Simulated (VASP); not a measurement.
# B (Pm-3n) in VASP: a series of runs, part 2 of 2

VASP 6.6.1. The steps go on from the part before.

## 4. Relaxation of cell and atoms, r2SCAN

This run uses another cell than the first one, of 6.55 Å³/atom, 1.080 times its volume.

Input file POSCAR:

```
B
1.0
    3.7428346132      0.0000000000      0.0000000000
    0.0000000000      3.7428346132      0.0000000000
    0.0000000000      0.0000000000      3.7428346132
B
8
Direct
    0.0000000000      0.0000000000      0.0000000000
    0.5000000000      0.5000000000      0.5000000000
    0.2500000000      0.0000000000      0.5000000000
    0.7500000000      0.0000000000      0.5000000000
    0.5000000000      0.2500000000      0.0000000000
    0.5000000000      0.7500000000      0.0000000000
    0.0000000000      0.5000000000      0.2500000000
    0.0000000000      0.5000000000      0.7500000000
```

Input file INCAR.step1:

```
SYSTEM = B
PREC     = Accurate       ! precision mode
ENCUT    = 600            ! plane-wave cutoff, eV
ISMEAR   = -1             ! smearing method
SIGMA    = 0.1            ! smearing width, eV
LREAL    = .False.        ! projectors in reciprocal space
LASPH    = .True.         ! aspherical terms in the spheres
NELM     = 100            ! most SCF steps
GGA      = PE             ! functional
ALGO     = Normal         ! electronic algorithm
EDIFF    = 1E-4           ! SCF threshold, eV
LWAVE    = .True.         ! write WAVECAR
LCHARG   = .False.        ! write CHGCAR
```

Input file INCAR.step2:

```
SYSTEM = B
PREC     = Accurate       ! precision mode
ENCUT    = 600            ! plane-wave cutoff, eV
EDIFF    = 1E-6           ! SCF threshold, eV
ISMEAR   = -1             ! smearing method
SIGMA    = 0.1            ! smearing width, eV
LREAL    = .False.        ! projectors in reciprocal space
LASPH    = .True.         ! aspherical terms in the spheres
NELM     = 100            ! most SCF steps
ALGO     = Normal         ! electronic algorithm
ISIF     = 3              ! what is computed and relaxed
LWAVE    = .False.        ! write WAVECAR
LCHARG   = .False.        ! write CHGCAR
METAGGA  = R2SCAN         ! meta-GGA
LMIXTAU  = .True.       
IBRION   = 2              ! ionic algorithm
NSW      = 80             ! ionic steps
EDIFFG   = -0.01          ! ionic threshold
ISTART   = 1
```

Input file KPOINTS:

```
Automatic mesh
0
Gamma
  7 7 7
  0 0 0
```

Potentials or basis: VASP PAW PBE potentials, release 64 (B).

Command:

```sh
$ cat potpaw_PBE.64/B/POTCAR > POTCAR
$ cp INCAR.step1 INCAR
$ mpirun -np 1 vasp_std > vasp.out
$ cp INCAR.step2 INCAR
$ mpirun -np 1 vasp_std > vasp.out
```

OUTCAR:

```text
SYSTEM = B
   PREC = Accurate
   ENCUT = 600
   EDIFF = 1E-6
   ISMEAR = -1
   LREAL = .False.
   LASPH = .True.
   NELM = 100
   ISIF = 3
   METAGGA = R2SCAN
   IBRION = 2
   NSW = 80
   EDIFFG = -0.01
   ISTART = 1

 ion  position               nearest neighbor table
   1  0.000  0.000  0.000-   3 2.09   4 2.09   5 2.09   6 2.09   7 2.09   8 2.09   3 2.09   4 2.09
                             7 2.09   8 2.09   5 2.09   6 2.09
   2  0.500  0.500  0.500-   3 2.09   4 2.09   5 2.09   6 2.09   7 2.09   8 2.09   5 2.09   6 2.09
                             3 2.09   4 2.09   7 2.09   8 2.09
   3  0.250  0.000  0.500-   4 1.87   4 1.87   1 2.09   1 2.09   2 2.09   2 2.09
   4  0.750  0.000  0.500-   3 1.87   3 1.87   1 2.09   1 2.09   2 2.09   2 2.09
   5  0.500  0.250  0.000-   6 1.87   6 1.87   1 2.09   2 2.09   2 2.09   1 2.09
   6  0.500  0.750  0.000-   5 1.87   5 1.87   1 2.09   2 2.09   2 2.09   1 2.09
   7  0.000  0.500  0.250-   8 1.87   8 1.87   1 2.09   2 2.09   1 2.09   2 2.09
   8  0.000  0.500  0.750-   7 1.87   7 1.87   1 2.09   2 2.09   1 2.09   2 2.09

  LATTYP: Found a simple cubic cell.
 ALAT       =     3.7428346132

  Lattice vectors:

 A1 = (   3.7428346132,   0.0000000000,   0.0000000000)
 A2 = (   0.0000000000,   3.7428346132,   0.0000000000)
 A3 = (   0.0000000000,   0.0000000000,   3.7428346132)

Analysis of symmetry for initial positions (statically):
=====================================================================
 Subroutine PRICEL returns:
 Original cell was already a primitive cell.

 Routine SETGRP: Setting up the symmetry group for a
 simple cubic supercell.

 Subroutine GETGRP returns: Found 48 space group operations
 (whereof 24 operations were pure point group operations)
 out of a pool of 48 trial point group operations.

The static configuration has the point symmetry T_h .
 The point group associated with its full space group is O_h .

Analysis of symmetry for dynamics (positions and initial velocities):
=====================================================================
 Subroutine PRICEL returns:
 Original cell was already a primitive cell.

 Routine SETGRP: Setting up the symmetry group for a
 simple cubic supercell.

 Subroutine GETGRP returns: Found 48 space group operations
 (whereof 24 operations were pure point group operations)
 out of a pool of 48 trial point group operations.

[... 115 lines left out ...]
   ISYM   =      2    0-nonsym 1-usesym 2-fastsym
   POTIM  = 0.5000    time-step for ionic-motion
   TEBEG  =    0.0;   TEEND  =   0.0 temperature during run
   PSTRESS=    0.0 pullay stress
   NELECT =      24.0000    total number of electrons
   NUPDOWN=      -1.0000    fix difference up-down
   EMIN   =  10.00;   EMAX   =-10.00  energy-range for DOS
   EFERMI =   0.00;   METHOD = LEGACY
   ISMEAR =    -1;   SIGMA  =   0.10  broadening in eV -4-tet -1-fermi 0-gaus
   EFERMI_NEDOS =   21; number of points for ismear=-14 and -15
   IALGO  =     38    algorithm
   IMIX   =      4    mixing-type and parameters
     AMIX     =   0.40;   BMIX     =  1.00
     AMIX_MAG =   1.60;   BMIX_MAG =  1.00
  volume/ion in A,a.u.               =       6.55        44.23
  Fermi-wavevector in a.u.,A,eV,Ry     =   1.261667  2.384204 21.657789  1.591803
  Thomas-Fermi vector in A             =   2.395114
   LORBIT       =      0    0 simple, 1 ext, 2 COOP (PROOUT), +10 PAW based schemes
   METAGGA = R2SCAN    functional components
   LHFCALC =     F    Hartree Fock is set to
   AEXX    =    0.0000 exact exchange contribution
   IVDW    =     0    specifies the selected vdW correction
   LEPSILON=     F    determine dielectric tensor
   LRPA    =     F    only Hartree local field effects (RPA)
 conjugate gradient relaxation of ions
 non-spin polarized calculation
  energy-cutoff  :      600.00
  volume of cell :       52.43
 maximum number of plane-waves:      1775
 NGX is ok and might be reduce to    30
   NGX = 15   NGY = 15   NGZ = 15

--------------------------------------- Ionic step        1  -------------------------------------------

 number of electron      23.9999998 magnetization

 Free energy of the ion-electron system (eV)
  ---------------------------------------------------
  ext. energy  EPLUGINS =         0.00000000
  ---------------------------------------------------
  free energy    TOTEN  =       -45.35449527 eV

  energy without entropy =      -45.30501406  energy(sigma->0) =      -45.32975466

 E-fermi :   9.4363     XC(G=0): -13.6568

 val. band max:        9.3851387962   @ k =   0.0000   0.0000   0.0000
 cond. band min:       9.5882701517   @ k =   0.1429   0.0000   0.0000
 fundamental gap:      0.2031313555
 Fermi energy:         9.4362980105

 k-point     1 :       0.0000    0.0000    0.0000
  band No.  band energies     occupation
      1      -9.8208      2.00000
      2      -1.0154      2.00000
      3      -1.0154      2.00000
      4      -1.0154      2.00000
      5      -0.3486      2.00000
      6      -0.3486      2.00000
[... 472 lines left out ...]
--------------------------------------- Ionic step        3  -------------------------------------------

 number of electron      24.0000002 magnetization

 Free energy of the ion-electron system (eV)
  ---------------------------------------------------
  ext. energy  EPLUGINS =         0.00000000
  ---------------------------------------------------
  free energy    TOTEN  =       -45.57550055 eV

  energy without entropy =      -45.52634765  energy(sigma->0) =      -45.55092410

 E-fermi :  10.3810     XC(G=0): -14.0136

 val. band max:       10.3711844668   @ k =   0.1429   0.0000   0.0000
 cond. band min:      10.3843673978   @ k =   0.2857   0.0000   0.0000
 fundamental gap:      0.0131829311
 Fermi energy:        10.3809980206

 k-point     1 :       0.0000    0.0000    0.0000
  band No.  band energies     occupation
      1      -9.8327      2.00000
      2      -0.7778      2.00000
      3      -0.7778      2.00000
      4      -0.7778      2.00000
      5       0.0981      2.00000
      6       0.0981      2.00000
[... 424 lines left out ...]
  FREE ENERGIE OF THE ION-ELECTRON SYSTEM (eV)
  ---------------------------------------------------
  free  energy   TOTEN  =       -45.5755005472 eV

  energy  without entropy=      -45.5263476510  energy(sigma->0) =      -45.55092410

 reached required accuracy - stopping structural energy minimisation
```

OUTCAR.step1:

```text
SYSTEM = B
   PREC = Accurate
   ENCUT = 600
   ISMEAR = -1
   LREAL = .False.
   LASPH = .True.
[... 641 lines left out ...]
      1.87142      2.80713      0.00000        -0.000000      0.000000     -0.000000
      0.00000      1.87142      0.93571         0.000000     -0.000000     -0.000000
      0.00000      1.87142      2.80713         0.000000     -0.000000     -0.000000
 -----------------------------------------------------------------------------------
    total drift:                                0.000000      0.000000      0.000000

  FREE ENERGIE OF THE ION-ELECTRON SYSTEM (eV)
  ---------------------------------------------------
  free  energy   TOTEN  =       -41.2744060319 eV

  energy  without entropy=      -41.2169656307  energy(sigma->0) =      -41.24568583
```

OSZICAR.step1:

```text
N       E                     dE             d eps       ncg     rms          rms(c)
DAV:   1     0.565583191870E+02    0.56558E+02   -0.12762E+04   680   0.148E+03
DAV:   2    -0.361789813333E+02   -0.92737E+02   -0.89941E+02   801   0.231E+02
DAV:   3    -0.413964768426E+02   -0.52175E+01   -0.49285E+01  1008   0.430E+01
DAV:   4    -0.414430505351E+02   -0.46574E-01   -0.46411E-01   840   0.380E+00
DAV:   5    -0.414433058668E+02   -0.25533E-03   -0.25487E-03  1005   0.265E-01    0.475E+00
DAV:   6    -0.413288633906E+02    0.11444E+00   -0.37080E-02   920   0.119E+00    0.281E+00
DAV:   7    -0.412745539769E+02    0.54309E-01   -0.58100E-02   924   0.157E+00    0.177E-01
DAV:   8    -0.412744372674E+02    0.11671E-03   -0.33958E-03   934   0.409E-01    0.566E-02
DAV:   9    -0.412744060319E+02    0.31236E-04   -0.52865E-05   469   0.695E-02
   1 F= -.41274406E+02 E0= -.41245686E+02  d E =-.574404E-01
```

It took 1.7 min on 1 thread of Intel Xeon Platinum 8488C (Sapphire Rapids), shared host; peak memory 0.17 GiB.

Results:

```
Free energy                            : -45.5755 eV
Relaxed volume                         : 6.06 Å³/atom
Relaxed cell                           : a = 3.646 Å, b = 3.646 Å, c = 3.646 Å, α = 90.00°, β = 90.00°, γ = 90.00°
Space group after relaxing (to 0.05 Å) : Pm-3n (No. 223)
Energy gained by relaxing              : 27.6 meV/atom
Ionic steps                            : 3
Pressure after relaxing                : 0.1 GPa
Band gap on the k mesh                 : zero (band 12 reaches 13.85 eV, above the bottom of band 13 at 9.73 eV)
```

The path:
```
step  energy change (eV)  largest force (eV/Å)  pressure (GPa)  volume (Å³)
   1              0.0000                0.0000          -16.83        52.43
   2             -0.2003                0.0000            6.11        47.38
   3             -0.2210                0.0000            0.06        48.48
```

Final structure:
```
B
1.0
     3.64640    0.00000    0.00000
     0.00000    3.64640    0.00000
     0.00000    0.00000    3.64640
B
8
Direct
  0.00000 0.00000 0.00000
  0.50000 0.50000 0.50000
  0.25000 0.00000 0.50000
  0.75000 0.00000 0.50000
  0.50000 0.25000 0.00000
  0.50000 0.75000 0.00000
  0.00000 0.50000 0.25000
  0.00000 0.50000 0.75000
```

Caveat: the PAW data sets were made with another functional, which shifts forces and pressure a little.

## 5. The runs side by side

| task | cell | k mesh | cutoff (eV) | gap on the mesh (eV) | pressure (GPa) |
| --- | --- | --- | --- | --- | --- |
| single point | a = 3.647 Å, 8 atoms | 7 × 7 × 7 | 520 | none | -0.1 |
| single point | a = 3.647 Å, 8 atoms | 9 × 9 × 9 | 520 | none | -0.5 |
| relaxation of cell and atoms | relaxed from a = 3.743 Å, 8 atoms | 7 × 7 × 7 | 600 | none | 0.1 |

Alike in all rows: level r2SCAN; potentials or basis VASP PAW PBE potentials, release 64 (B); no spin polarisation; smearing fermi-dirac 0.1 eV.

Caveats: the PAW data sets were made with another functional, which shifts forces and pressure a little.

Absolute energies hang on the potentials; compare differences alone.
